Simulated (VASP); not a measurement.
A run of VASP 6.6.1 is set up as follows.

File INCAR:

```
SYSTEM = NbP
ALGO     = Normal         ! electronic algorithm
EDIFF    = 1E-6           ! SCF threshold, eV
ENCUT    = 520            ! plane-wave cutoff, eV
GGA      = PS             ! functional
ISIF     = 2              ! what is computed and relaxed
ISMEAR   = -1             ! smearing method
LASPH    = .True.         ! aspherical terms in the spheres
LCHARG   = .False.        ! write CHGCAR
LDAU     = .True.         ! DFT+U
LDAUJ    = 0 0          
LDAUL    = 2 -1           ! shell
LDAUPRINT= 1            
LDAUTYPE = 2            
LDAUU    = 6 0            ! U, eV
LMAXMIX  = 4              ! l up to which the mixer works
LREAL    = .False.        ! projectors in reciprocal space
LWAVE    = .False.        ! write WAVECAR
NBANDS   = 26             ! bands
NELM     = 150            ! most SCF steps
PREC     = Accurate       ! precision mode
SIGMA    = 0.05           ! smearing width, eV
```

KPOINTS

```
k-points
0
Gamma
  11 11 11
  0 0 0
```

File POSCAR:

```
NbP
1.0
   -1.6749232544      1.6749232544      5.7401081759
    1.6749232544     -1.6749232544      5.7401081759
    1.6749232544      1.6749232544     -5.7401081759
Nb P
2 2
Direct
    0.2498808000      0.7498808000      0.5000000000
    0.4998808000      0.4998808000      0.0000000000
    0.8327477700      0.3327477700      0.5000000000
    0.0827477700      0.0827477700      0.0000000000
```

Potentials or basis: VASP PAW PBE potentials, release 64 (Nb_sv, P).

Run with:

```sh
$ cat potpaw_PBE.64/Nb_sv/POTCAR potpaw_PBE.64/P/POTCAR > POTCAR
$ mpirun -np 1 vasp_std > vasp.out
```

(1) Predict the band gap on the k mesh.

(2) What does it give for the pressure?

Results:

(1) zero (bands 18 and 19 overlap by 0.06 eV).

(2) 2.3 GPa.

Caveat: the PAW data sets were made with another functional, which shifts forces and pressure a little; U without spin polarisation on a metal has little footing; the U is typed as a test and isn't derived for this compound.
